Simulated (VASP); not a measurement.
Wanted: the native input for a VASP 6.6.1 run.

* Task: single point
* Functional: PBE
* Dispersion: D3(BJ)
* Potentials or basis: VASP PAW PBE potentials, release 64 (Al, Cu)
* Cutoff: 520 eV
* k mesh: 5 × 4 × 1
* Occupations: gaussian, width 0.1 eV
* Spin: no spin polarisation
* Dipole correction: yes
* Further INCAR settings: LREAL = Auto; ALGO = Normal; EDIFF = 1e-07; NBANDS = 44

The structure of Al16Cu lies in POSCAR:

```
Al16Cu
1.0
    5.6324246412      0.0000000000      0.0000000000
    0.0000000000      7.9654513166      0.0000000000
    0.0000000000      0.0000000000     21.2293510975
Al Cu
16 1
Direct
    0.2500000000      0.2500000000      0.1884183827
    0.2500000000      0.7500000000      0.1884183827
    0.7500000000      0.2500000000      0.1884183827
    0.7500000000      0.7500000000      0.1884183827
    0.0000000000      0.0000000000      0.2547466541
    0.0000000000      0.5000000000      0.2547466541
    0.5000000000      0.0000000000      0.2547466541
    0.5000000000      0.5000000000      0.2547466541
    0.2500000000      0.2500000000      0.3240951258
    0.2500000000      0.7500000000      0.3240951258
    0.7500000000      0.2500000000      0.3240951258
    0.7500000000      0.7500000000      0.3240951258
    0.0000000000      0.0000000000      0.3876402562
    0.0000000000      0.5000000000      0.3876402562
    0.5000000000      0.0000000000      0.3876402562
    0.5000000000      0.5000000000      0.3876402562
    0.0000000000      0.0625000000      0.5289540432
```

The input as run:

INCAR

```
SYSTEM = Al16Cu
  PREC = Accurate
  ENCUT = 520
  EDIFF = 1E-7
  ISMEAR = 0
  SIGMA = 0.1
  LREAL = Auto
  LASPH = .True.
  NELM = 60
  ALGO = Normal
  ISIF = 2
  LWAVE = .False.
  LCHARG = .True.
  LDIPOL = .True.
  IDIPOL = 3
  DIPOL = 0.5 0.5 0.303
  GGA = PE
  IVDW = 12
  LELF = .True.
  LVHAR = .True.
  LVACPOTAV = .True.
  NBANDS = 44
```

KPOINTS

```
Automatic mesh
0
Gamma
  5 4 1
  0 0 0
```

Potentials or basis: VASP PAW PBE potentials, release 64 (Al, Cu).

Command:

```bash
$ cat potpaw_PBE.64/Al/POTCAR potpaw_PBE.64/Cu/POTCAR > POTCAR
$ mpirun -np 1 vasp_std > vasp.out
```

It gave:

The largest force is 1.226 eV/Å, the band gap on the k mesh is zero (an odd number of electrons rules out a gap without spin polarisation) and the dispersion energy per atom is -0.210 eV.

It took 13 min on 1 thread of Intel(R) Xeon(R) 6975P-C (Granite Rapids) (shared host), peak memory 0.88 GiB.
